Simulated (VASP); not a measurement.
Here is a VASP 6.6.1 calculation.

Contents of POSCAR:

```
AlN
1.0
    0.0000000000      2.0188684454      2.0188684454
    2.0701477039      0.0000000000      2.0188684454
    2.0701477039      2.0188684454      0.0000000000
Al N
1 1
Direct
    0.0000000000      0.0000000000      0.0000000000
    0.5000000000      0.5000000000      0.5000000000
```

Contents of INCAR.step1:

```
PREC = Accurate
ENCUT = 520
EDIFF = 1E-5
ISMEAR = 0
SIGMA = 0.01
LREAL = False
LASPH = True
NELM = 80
ALGO = Normal
ISIF = 2
LWAVE = True
NBANDS = 11
GGA = PE
```

INCAR.step2

```
PREC = Accurate
ENCUT = 520
EDIFF = 1E-7
ISMEAR = 0
SIGMA = 0.01
LREAL = False
LASPH = True
NELM = 80
ALGO = Normal
ISIF = 2
LWAVE = False
LCHARG = True
GGA = PE
LHFCALC = True
HFSCREEN = 0.2079
PRECFOCK = Normal
LELF = True
LVHAR = True
NBANDS = 11
ISTART = 1
```

KPOINTS

```
Automatic mesh
0
Gamma
  8 8 8
```

Potentials or basis: VASP PAW PBE potentials, release 64 (Al, N).

Command:

```console
$ cat potpaw_PBE.64/Al/POTCAR potpaw_PBE.64/N/POTCAR > POTCAR
$ cp INCAR.step1 INCAR
$ mpirun -np 1 vasp_std > vasp.out
$ cp INCAR.step2 INCAR
$ mpirun -np 1 vasp_std > vasp.out
```

(1) What does it give for the band gap on the k mesh?

(2) Predict the pressure.

Answers

(1) 5.54 eV (least direct gap 6.72 eV).

(2) -7.7 GPa.

Caveat: the cell differs from its parent crystal (uniaxial x strain +2.5%); the stress differs along the axes, from -12 to -6 GPa; the structure was generated, so it needn't be the stable form of AlN; the PAW data sets were made with another functional, which shifts forces and pressure a little.
